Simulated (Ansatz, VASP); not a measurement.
HfO2: VASP beside Ansatz

```
Hf O
1.0
     0.00000    2.48054    2.48054
     2.48054    0.00000    2.48054
     2.48054    2.48054    0.00000
Hf O
1 2
Direct
  0.00000 0.00000 0.00000
  0.25000 0.25000 0.25000
  0.75000 0.75000 0.75000
```

Alike in both runs: task single point; functional r2SCAN; k mesh 8 × 8 × 8; occupations gaussian, width 0.02 eV; no spin polarisation.

|  | VASP | Ansatz |
| --- | --- | --- |
| version | VASP 6.6.1 | Ansatz 0.2.0 |
| potentials or method | VASP PAW PBE potentials, release 64 (Hf_pv, O), cutoff 520 eV | scalar-relativistic, plane waves, PAW |
| valence electrons in the cell | 22 | 38 |

```csv
,VASP,Ansatz,Ansatz less VASP
gap on the k mesh at the Fermi level (eV),4.49,4.46,-0.031
least direct gap on the mesh (eV),4.49,4.46,-0.031
pressure (GPa),13.3,17.8,+4.54
```

VASP's potentials were made for PBE, not for r2SCAN. One of these differences is far larger than is usual between the two programs; its cause wasn't traced. With one functional, cell and mesh, what is left measures potentials, basis and numerics. VASP's potentials hold 22 valence electrons a cell and Ansatz's 38, so a difference there can come from the potentials and not from the codes.

Spin-orbit coupling is off throughout.
